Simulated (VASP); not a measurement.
A run of VASP 6.6.1 is set up as follows.

INCAR

```
ALGO = Normal
EDIFF = 1E-6
ENCUT = 520
GGA = PE
ISIF = 2
ISMEAR = -1
LASPH = True
LCHARG = False
LREAL = False
LWAVE = False
NBANDS = 10
NELM = 60
PREC = Accurate
SIGMA = 0.1
```

KPOINTS

```
k-points
0
Gamma
  8 8 8
```

File POSCAR:

```
Co
1.0
    0.0000000000      1.7289085811      1.7289085811
    1.7289085811      0.0000000000      1.7289085811
    1.7289085811      1.7289085811      0.0000000000
Co
1
Direct
    0.0000000000      0.0000000000      0.0000000000
```

Potentials or basis: VASP PAW PBE potentials, release 64 (Co).

Run with:

```sh
$ cat potpaw_PBE.64/Co/POTCAR > POTCAR
$ mpirun -np 1 vasp_std > vasp.out
```

What does it give for the pressure?

-0.2 GPa.

Caveat: the k points lie up to 0.39 Å⁻¹ apart; the run has no spin polarisation, though such a crystal can be magnetic. Spin polarisation is off, so any magnetic state and its effect on volume and gap are missing.
